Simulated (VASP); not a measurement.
Write the native input for VASP 6.6.1 that does the following.

```yaml
Task: single point
Functional: r2SCAN
Dispersion: D3(BJ)
Potentials_or_basis: VASP PAW PBE potentials, release 64 (Ru_sv)
Cutoff: 660 eV
k_mesh: 11 × 11 × 6
Occupations: fermi-dirac, width 0.05 eV
Spin: no spin polarisation
Dipole_correction: no
Second_run: valence_matched
Further_INCAR_settings: ALGO = Normal; EDIFF = 1e-06; NBANDS = 23
```

Crystal: Ru.

```
Ru
1.0
     2.66923    0.00000    0.00000
    -1.33462    2.31162    0.00000
     0.00000    0.00000    4.22403
Ru
2
Direct
  0.66667 0.33333 0.75000
  0.33333 0.66667 0.25000
```

These files were run (other wordings do the same):

POSCAR

```
Ru
1.0
    2.6692306523      0.0000000000      0.0000000000
   -1.3346153261      2.3116215535      0.0000000000
    0.0000000000      0.0000000000      4.2240293924
Ru
2
Direct
    0.6666666667      0.3333333333      0.7500000000
    0.3333333333      0.6666666667      0.2500000000
```

INCAR.step1

```
SYSTEM = Ru
PREC = Accurate
ENCUT = 660
ISMEAR = -1
SIGMA = 0.05
LREAL = .False.
LASPH = .True.
NELM = 120
NBANDS = 23
GGA = PE
ALGO = Normal
EDIFF = 1E-5
LWAVE = .True.
LCHARG = .False.
GGA_COMPAT = .False.
```

INCAR.step2

```
SYSTEM = Ru
PREC = Accurate
ENCUT = 660
EDIFF = 1E-6
ISMEAR = -1
SIGMA = 0.05
LREAL = .False.
LASPH = .True.
NELM = 120
ALGO = Normal
ISIF = 2
LWAVE = .False.
LCHARG = .False.
METAGGA = R2SCAN
LMIXTAU = .True.
IVDW = 12
VDW_S6 = 1.0
VDW_S8 = 0.78981345
VDW_A1 = 0.49484001
VDW_A2 = 5.73083694
NBANDS = 23
ISTART = 1
GGA_COMPAT = .False.
```

KPOINTS

```
Automatic mesh
0
Gamma
  11 11 6
  0 0 0
```

Potentials or basis: VASP PAW PBE potentials, release 64 (Ru_sv).

The run is started by

```sh
$ cat potpaw_PBE.64/Ru_sv/POTCAR > POTCAR
$ cp INCAR.step1 INCAR
$ mpirun -np 1 vasp_std > vasp.out
$ cp INCAR.step2 INCAR
$ mpirun -np 1 vasp_std > vasp.out
```

It gave:

The pressure is 9.2 GPa and the band gap on the k mesh is zero (band 16 reaches 17.56 eV, above the bottom of band 17 at 14.15 eV). The dispersion energy per atom is -0.306 eV.

Caveat: the PAW data sets were made with another functional, which shifts forces and pressure a little; pairwise dispersion overbinds metals, which lowers pressure and volume.

Wall time 76 s on 1 thread of Intel(R) Xeon(R) 6975P-C (Granite Rapids), with other jobs on the host, peak memory 0.19 GiB.
